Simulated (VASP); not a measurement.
Co: single point with RPBE

The system is Co.

```
Co
1.0
     2.55167    0.00000    0.00000
    -1.27584    2.20981    0.00000
     0.00000    0.00000    8.27921
Co
4
Direct
  0.00000 0.00000 0.00000
  0.00000 0.00000 0.50000
  0.33333 0.66667 0.25000
  0.66667 0.33333 0.75000
```

```json
{
 "Program": "VASP 6.6.1",
 "Task": "single point",
 "Functional": "RPBE",
 "Potentials or basis": "VASP PAW PBE potentials, release 64 (Co)",
 "Cutoff": "520 eV",
 "k mesh": "16 × 16 × 5",
 "Occupations": "fermi-dirac, width 0.05 eV",
 "Spin": "collinear spin, ferromagnetic start",
 "Starting moments": "[1.748, 1.748, 1.764, 1.764] μB",
 "Dipole correction": "no",
 "Further INCAR settings": "ALGO = Normal; EDIFF = 1e-07; NBANDS = 30"
}
```

The pressure is -7.3 GPa and the net moment is 6.79 μB per cell. The site moments are Co +1.73, +1.74 (each value once) μB and the valence electrons inside the program's atomic spheres are Co 8.14.

Stress tensor (GPa, compression positive):
```
-7.16  0.00  0.00
 0.00 -7.16  0.00
 0.00  0.00 -7.57
```

Levels at points of the mesh, in eV from the Fermi level:
Spin up:
| k point | band 18 | band 19 | band 20 | band 21 | band 22 | band 23 | band 24 | band 25 | band 26 | band 27 |
| --- | --- | --- | --- | --- | --- | --- | --- | --- | --- | --- |
| (0.00, 0.00, 0.00) | -1.64 | -1.64 | -1.35 | -1.35 | -1.00 | -1.00 | -0.13 | 5.61 | 14.06 | 14.06 |
| (0.50, 0.00, 0.00) | -0.81 | -0.78 | -0.76 | 0.24 | 1.30 | 2.12 | 2.74 | 6.27 | 6.29 | 9.78 |
Spin down:
```
           k point  band 11  band 12  band 13  band 14  band 15  band 16  band 17  band 18
(0.00, 0.00, 0.00)    -0.94    -0.71    -0.71    -0.69    -0.69    -0.27     0.10     0.10
(0.50, 0.00, 0.00)    -0.67    -0.06    -0.02     0.43     1.08     1.12     1.13     1.13
```

Wall time 5.9 min on 1 thread of Intel(R) Xeon(R) Platinum 8488C (Sapphire Rapids) (shared host), peak memory 0.3 GiB.

Caveat: the cell stands under tension; the PAW data sets were made with another functional, which shifts forces and pressure a little.
